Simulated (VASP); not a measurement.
## ReS: single point with PBE

The system is ReS.

```
Re S
1.0
     0.00000    2.46170    2.46170
     2.46170    0.00000    2.46170
     2.46170    2.46170    0.00000
Re S
1 1
Direct
  0.00000 0.00000 0.00000
  0.50000 0.50000 0.50000
```

```
Program             : VASP 6.6.1
Task                : single point
Functional          : PBE
Potentials or basis : VASP PAW PBE potentials, release 64 (Re_sv_GW, S)
Cutoff              : 500 eV
k mesh              : 14 × 14 × 14
Occupations         : gaussian, width 0.1 eV
Spin                : collinear spin, ferromagnetic start
Starting moments    : [3.5, 0.0] μB
```

```json
{
  "Pressure": "0.2 GPa",
  "Net moment": "0.90 μB per cell",
  "Site moments": "Re +0.84; S +0.01 μB",
  "Valence electrons inside the program's atomic spheres": "Re 13.90; S 3.66"
}
```

Levels at points of the mesh, in eV from the Fermi level:
Spin up:
| k point | band 9 | band 10 | band 11 | band 12 | band 13 | band 14 |
| --- | --- | --- | --- | --- | --- | --- |
| (0.00, 0.00, 0.00) | -3.08 | -3.08 | -3.08 | -2.60 | -2.60 | 2.35 |
| (0.50, 0.00, 0.00) | -0.57 | -0.57 | 0.00 | 2.30 | 5.16 | 5.16 |
| (0.50, 0.50, 0.00) | -4.62 | -1.51 | 0.18 | 0.18 | 0.23 | 2.36 |
Spin down:
| k point | band 6 | band 7 | band 8 | band 9 | band 10 | band 11 | band 12 | band 13 | band 14 | band 15 |
| --- | --- | --- | --- | --- | --- | --- | --- | --- | --- | --- |
| (0.00, 0.00, 0.00) | -3.04 | -3.04 | -3.04 | -2.53 | -2.53 | -2.53 | -2.22 | -2.22 | 2.60 | 8.94 |
| (0.50, 0.00, 0.00) | -9.39 | -6.63 | -6.63 | 0.09 | 0.09 | 0.62 | 2.44 | 5.44 | 5.44 | 6.09 |
| (0.50, 0.50, 0.00) | -7.12 | -4.56 | -4.56 | -4.49 | -1.11 | 0.62 | 0.90 | 0.90 | 2.73 | 10.78 |

Run time: 99 s on 1 thread of Intel(R) Xeon(R) 6975P-C (Granite Rapids), on a shared host, peak memory 0.25 GiB.

Caveat: spin-orbit coupling is left out, which moves the levels of the heavy elements.
